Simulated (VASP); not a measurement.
# Be (P6_3/mmc) in VASP: notebook

Be is run at these levels: LDA; tasks: single point, relaxation of cell and atoms.

All numbers are computed with VASP 6.6.1; they aren't measurements. Logs are shortened: lines on timing, memory, paths and dates and some standing lists are left out, and cuts for length are marked.

### Step 1. The cell of the first run

Symmetry: P6_3/mmc, No. 194, hexagonal system. Conventional cell: a = 2.225 Å, b = 2.225 Å, c = 3.519 Å, α = 90.00°, β = 90.00°, γ = 120.00°. Be (site symmetry -6m2) has 12 Be at 2.18 to 2.23 Å within 2.9 Å.

### Step 2. Single point, LDA

The input, INCAR:

```
ALGO = Normal
EDIFF = 1E-6
ENCUT = 520
GGA = CA
ISIF = 2
ISMEAR = 1
LASPH = T
LCHARG = F
LREAL = F
LWAVE = F
NBANDS = 9
NELM = 60
PREC = Accurate
SIGMA = 0.05
```

The input, KPOINTS:

```
k-points
0
Gamma
  22 22 12
```

The input, POSCAR:

```
Be
1.0
    2.2252549531      0.0000000000      0.0000000000
   -1.1126274765      1.9271273193      0.0000000000
    0.0000000000      0.0000000000      3.5186732168
Be
2
Direct
    0.3333333333      0.6666666667      0.2500000000
    0.6666666667      0.3333333333      0.7500000000
```

Potentials or basis: VASP PAW LDA potentials, release 64 (Be).

Launch:

```
cat potpaw_LDA.64/Be/POTCAR > POTCAR
mpirun -np 1 vasp_std > vasp.out
```

OUTCAR:

```text
EDIFF = 1E-6
   ENCUT = 520
   GGA = CA
   ISIF = 2
   ISMEAR = 1
   LASPH = T
   LREAL = F
   NELM = 60
   PREC = Accurate

 ion  position               nearest neighbor table
   1  0.333  0.667  0.250-   2 2.18   2 2.18   2 2.18   2 2.18   2 2.18   2 2.18
   2  0.667  0.333  0.750-   1 2.18   1 2.18   1 2.18   1 2.18   1 2.18   1 2.18

  LATTYP: Found a hexagonal cell.
 ALAT       =     2.2252549531
 C/A-ratio  =     1.5812449769

  Lattice vectors:

 A1 = (   2.2252549531,   0.0000000000,   0.0000000000)
 A2 = (  -1.1126274765,   1.9271273193,   0.0000000000)
 A3 = (   0.0000000000,   0.0000000000,   3.5186732168)

Analysis of symmetry for initial positions (statically):
=====================================================================
 Subroutine PRICEL returns:
 Original cell was already a primitive cell.

 Routine SETGRP: Setting up the symmetry group for a
 hexagonal supercell.

 Subroutine GETGRP returns: Found 24 space group operations
 (whereof 12 operations were pure point group operations)
 out of a pool of 24 trial point group operations.

The static configuration has the point symmetry D_3d.
 The point group associated with its full space group is D_6h.

Analysis of symmetry for dynamics (positions and initial velocities):
=====================================================================
 Subroutine PRICEL returns:
 Original cell was already a primitive cell.

 Routine SETGRP: Setting up the symmetry group for a
 hexagonal supercell.

 Subroutine GETGRP returns: Found 24 space group operations
 (whereof 12 operations were pure point group operations)
 out of a pool of 24 trial point group operations.

The dynamic configuration has the point symmetry D_3d.
 The point group associated with its full space group is D_6h.

 Subroutine INISYM returns: Found 24 space group operations
 (whereof 12 operations are pure point group operations),
 and found     1 'primitive' translations

----------------------------------------------------------------------------------------

                                     Primitive cell

  volume of cell :      15.0893

  direct lattice vectors                    reciprocal lattice vectors
     2.225254953  0.000000000  0.000000000     0.449386709  0.259453537  0.000000000
    -1.112627476  1.927127319  0.000000000     0.000000000  0.518907075  0.000000000
     0.000000000  0.000000000  3.518673217     0.000000000  0.000000000  0.284198031

  length of vectors
     2.225254953  2.225254953  3.518673217     0.518907075  0.518907075  0.284198031
[... 82 lines left out ...]
   LREAL  =      F    real-space projection
   EDIFFG = 0.1E-04   stopping-criterion for IOM
   NSW    =      0    number of steps for IOM
   IBRION =     -1    ionic relax: 0-MD 1-quasi-New 2-CG
   NFREE  =      0    steps in history (QN), initial steepest desc. (CG)
   ISIF   =      2    stress and relaxation
   ISYM   =      2    0-nonsym 1-usesym 2-fastsym
   POTIM  = 0.5000    time-step for ionic-motion
   TEBEG  =    0.0;   TEEND  =   0.0 temperature during run
   PSTRESS=    0.0 pullay stress
   NELECT =       4.0000    total number of electrons
   NUPDOWN=      -1.0000    fix difference up-down
   EMIN   =  10.00;   EMAX   =-10.00  energy-range for DOS
   EFERMI =   0.00;   METHOD = LEGACY
   ISMEAR =     1;   SIGMA  =   0.05  broadening in eV -4-tet -1-fermi 0-gaus
   EFERMI_NEDOS =   21; number of points for ismear=-14 and -15
   IALGO  =     38    algorithm
   IMIX   =      4    mixing-type and parameters
     AMIX     =   0.40;   BMIX     =  1.00
     AMIX_MAG =   1.60;   BMIX_MAG =  1.00
  volume/ion in A,a.u.               =       7.54        50.91
  Fermi-wavevector in a.u.,A,eV,Ry     =   1.051651  1.987333 15.047643  1.105971
  Thomas-Fermi vector in A             =   2.186703
   LORBIT       =      0    0 simple, 1 ext, 2 COOP (PROOUT), +10 PAW based schemes
   GGA     = CA    functional components
   LHFCALC =     F    Hartree Fock is set to
   AEXX    =    0.0000 exact exchange contribution
   IVDW    =     0    specifies the selected vdW correction
   LEPSILON=     F    determine dielectric tensor
   LRPA    =     F    only Hartree local field effects (RPA)
 non-spin polarized calculation
 Methfessel and Paxton  Order N= 1 SIGMA  =   0.05
  energy-cutoff  :      520.00
  volume of cell :       15.09
 maximum number of plane-waves:       424
 NGX is ok and might be reduce to    18
   NGX =  9   NGY =  9   NGZ = 13

 number of electron       4.0000000 magnetization

 Free energy of the ion-electron system (eV)
  ---------------------------------------------------
  ext. energy  EPLUGINS =         0.00000000
  ---------------------------------------------------
  free energy    TOTEN  =        -8.42064046 eV

  energy without entropy =       -8.42062133  energy(sigma->0) =       -8.42063409

 E-fermi :   7.3121     XC(G=0): -10.7764

 val. band max:        7.3105578865   @ k =   0.2727   0.2727   0.0833
 cond. band min:       7.3436675179   @ k =   0.2273   0.1818   0.0000
 fundamental gap:      0.0331096314
 Fermi energy:         7.3121434863

 k-point     1 :       0.0000    0.0000    0.0000
  band No.  band energies     occupation
      1      -4.2992      2.00000
      2       2.5051      2.00000
      3       8.4754      0.00000
      4      23.5663      0.00000
      5      23.5663      0.00000
      6      26.4712      0.00000
      7      26.4712      0.00000
      8      28.4133      0.00000
      9      35.2270      0.00000
[... 265 lines left out ...]
 k-point    24 :       0.1364    0.0909    0.0000
  band No.  band energies     occupation
      1      -3.1664      2.00000
      2       4.0288      2.00000
      3       8.6500      0.00000
      4      17.8845      0.00000
      5      19.2320      0.00000
      6      25.7561      0.00000
      7      25.8988      0.00000
      8      26.2177      0.00000
      9      30.3754      0.00000

 [... further k-points ...]
[... 5 lines left out ...]
  --------------------------------------------------------------------------------------
  -------------------------------------------------------------------------------------
  Total        0.0440642      0.0440642      0.0416245      0.0000000      0.0000000      0.0000000
  in kB        4.6787216      4.6787216      4.4196742      0.0000000      0.0000000      0.0000000
  external PRESSURE =       4.5923725 kB  Pullay stress =       0.0000000 kB

 VOLUME and BASIS-vectors are now :
 -----------------------------------------------------------------------------
  energy-cutoff  :      520.00
  volume of cell :       15.09
      direct lattice vectors                 reciprocal lattice vectors
     2.225254953  0.000000000  0.000000000     0.449386709  0.259453537  0.000000000
    -1.112627476  1.927127319  0.000000000     0.000000000  0.518907075  0.000000000
     0.000000000  0.000000000  3.518673217     0.000000000  0.000000000  0.284198031

 POSITION                                       TOTAL-FORCE (eV/Angst)
 -----------------------------------------------------------------------------------
     -0.00000      1.28475      0.87967         0.000000     -0.000000      0.000000
      1.11263      0.64238      2.63900        -0.000000      0.000000      0.000000
 -----------------------------------------------------------------------------------
    total drift:                                0.000000     -0.000000      0.000000

  FREE ENERGIE OF THE ION-ELECTRON SYSTEM (eV)
  ---------------------------------------------------
  free  energy   TOTEN  =        -8.4206404635 eV

  energy  without entropy=       -8.4206213340  energy(sigma->0) =       -8.42063409
```

Run time: 14 s. Hardware: 1 thread of Intel Xeon 6975P-C (Granite Rapids), shared host; peak memory 0.14 GiB.

Results:

```
Free energy            : -8.4206 eV
Pressure               : 0.5 GPa
Band gap on the k mesh : zero (bands 2 and 3 overlap by 1.94 eV)
```

Levels at points of the mesh, in eV from the Fermi level:
| k point | band 1 | band 2 | band 3 | band 4 | band 5 | band 6 |
| --- | --- | --- | --- | --- | --- | --- |
| (0.00, 0.00, 0.00) | -11.61 | -4.81 | 1.16 | 16.25 | 16.25 | 19.16 |
| (0.50, 0.00, 0.00) | -5.30 | -3.26 | 3.52 | 6.50 | 6.87 | 9.51 |
| (0.00, 0.00, 0.50) | -9.46 | -9.46 | 10.77 | 10.77 | 17.92 | 17.92 |
| (0.50, 0.00, 0.50) | -3.92 | -3.92 | 1.68 | 1.68 | 12.17 | 12.17 |

### Step 3. Relaxation of cell and atoms, LDA

This run uses another cell than the first one, of 8.11 Å³/atom.

The input, INCAR:

```
  PREC = Accurate
  ENCUT = 600
  EDIFF = 1E-6
  ISMEAR = 1
  SIGMA = 0.05
  LREAL = F
  LASPH = T
  NELM = 100
  ALGO = Normal
  ISIF = 3
  LWAVE = F
  LCHARG = F
  IBRION = 2
  NSW = 80
  EDIFFG = -0.03
```

The input, KPOINTS:

```
Automatic mesh
0
Gamma
  22 22 12
```

The input, POSCAR:

```
Be
1.0
    2.2853000000      0.0000000000      0.0000000000
   -1.1426500000      1.9791280000      0.0000000000
    0.0000000000      0.0000000000      3.5842000000
Be
2
Direct
    0.3333333333      0.6666666667      0.2500000000
    0.6666666667      0.3333333333      0.7500000000
```

Potentials or basis: VASP PAW LDA potentials, release 64 (Be).

Launch:

```
cat potpaw_LDA.64/Be/POTCAR > POTCAR
mpirun -np 1 vasp_std > vasp.out
```

Run time: 26 s. Hardware: 1 thread of Intel Xeon 6975P-C (Granite Rapids), shared host; peak memory 0.15 GiB.

It converged, with:

```yaml
Free_energy: -8.4208 eV
Relaxed_volume: 7.56 Å³/atom
Relaxed_cell: a = 2.227 Å, b = 2.227 Å, c = 3.521 Å, α = 90.00°, β = 90.00°, γ = 120.00°
Space_group_after_relaxing_to_0.1_Å: P6_3/mmc (No. 194)
Energy_gained_by_relaxing: 14.1 meV/atom
Ionic_steps: 5
Pressure_after_relaxing: 0.1 GPa
Band_gap_on_the_k_mesh: zero (bands 2 and 3 overlap by 1.94 eV)
```

Step by step:
```csv
step,energy change (eV),largest force (eV/Å),pressure (GPa),volume (Å³)
1,0.0000,0.0000,-7.92,16.21
2,-0.0275,0.0000,-1.20,15.29
3,-0.0281,0.0000,0.01,15.14
4,-0.0281,0.0000,0.20,15.12
5,-0.0282,0.0000,0.15,15.13
```

Final structure:
```xyz
2
Lattice="2.2273 0.0000 0.0000 -1.1136 1.9289 0.0000 0.0000 0.0000 3.5207" Properties=species:S:1:pos:R:3 pbc="T T T"
Be    0.0000    1.2859    0.8802
Be    1.1136    0.6430    2.6405
```

Levels at points of the mesh, in eV from the Fermi level:
| k point | band 1 | band 2 | band 3 | band 4 | band 5 | band 6 |
| --- | --- | --- | --- | --- | --- | --- |
| (0.00, 0.00, 0.00) | -11.60 | -4.80 | 1.16 | 16.22 | 16.22 | 19.12 |
| (0.50, 0.00, 0.00) | -5.29 | -3.26 | 3.52 | 6.49 | 6.85 | 9.48 |
| (0.00, 0.00, 0.50) | -9.45 | -9.45 | 10.76 | 10.76 | 17.88 | 17.88 |
| (0.50, 0.00, 0.50) | -3.91 | -3.91 | 1.67 | 1.67 | 12.14 | 12.14 |

The gap in the log of VASP goes by the Fermi energy; the results here count the filled bands.